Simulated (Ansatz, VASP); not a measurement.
# Si3Ge in VASP and in Ansatz

```xyz
4
Lattice="1.9427 1.1216 6.3410 -1.9427 1.1216 6.3410 0.0000 -2.2432 6.3410" Properties=species:S:1:pos:R:3 pbc="T T T"
Si    1.9427    1.1216    6.3664
Si    0.0000    0.0000    9.4868
Si    0.0000    0.0000    7.1337
Ge    0.0000    0.0000   16.6441
```

Alike in both runs: task single point; functional PBE; k mesh 8 × 8 × 8; occupations fermi-dirac, width 0.02 eV; non-collinear spin, spin-orbit coupling.

```csv
,VASP,Ansatz
version,VASP 6.6.1,Ansatz 0.2.0
potentials or method,"VASP PAW PBE potentials, release 64 (Si, Ge_d)","plane waves, PAW"
plane-wave cutoff (eV),520,420
valence electrons in the cell,26,26
```

VASP gave:

| Quantity | Value |
| --- | --- |
| pressure (GPa) | 1.7 |
| rms of the force components (eV/Å) | 0.030 |
| net moment per atom (μB) | 0.00 |

**Question.** Estimate Ansatz's values.

**Answer.** Pressure (GPa): 1.8; rms of the force components (eV/Å): 0.030; net moment per atom (μB): 0.00.

Atom by atom the forces differ by 0.000 eV/Å (rms over components). With one functional, cell and mesh, what is left measures potentials, basis and numerics.
